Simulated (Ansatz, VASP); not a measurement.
## KSrBr3 in VASP and in Ansatz

```xyz
5
Lattice="5.9846 0.0000 0.0000 0.0000 5.9846 0.0000 0.0000 0.0000 5.9846" Properties=species:S:1:pos:R:3 pbc="T T T"
K     0.0000    0.0000    0.0000
Sr    2.9923    2.9923    2.9923
Br    2.9923    2.9923    0.0000
Br    2.9923    0.0000    2.9923
Br    0.0000    2.9923    2.9923
```

Alike in both runs: task single point; functional PBE; k mesh 4 × 4 × 4; no spin polarisation.

|  | VASP | Ansatz |
| --- | --- | --- |
| version | VASP 6.6.1 | Ansatz 0.2.0 |
| potentials or method | VASP PAW PBE potentials, release 64 (K_sv, Sr_sv, Br) | plane waves, PAW |
| plane-wave cutoff (eV) | 520 | 420 |
| occupations | gaussian, width 0.01 eV | fixed |
| valence electrons in the cell | 40 | 40 |

|  | VASP | Ansatz | Ansatz less VASP |
| --- | --- | --- | --- |
| gap on the k mesh at the Fermi level (eV) | 3.72 | 3.72 | 0.000 |
| pressure (GPa) | 0.0 | 0.0 | -0.06 |
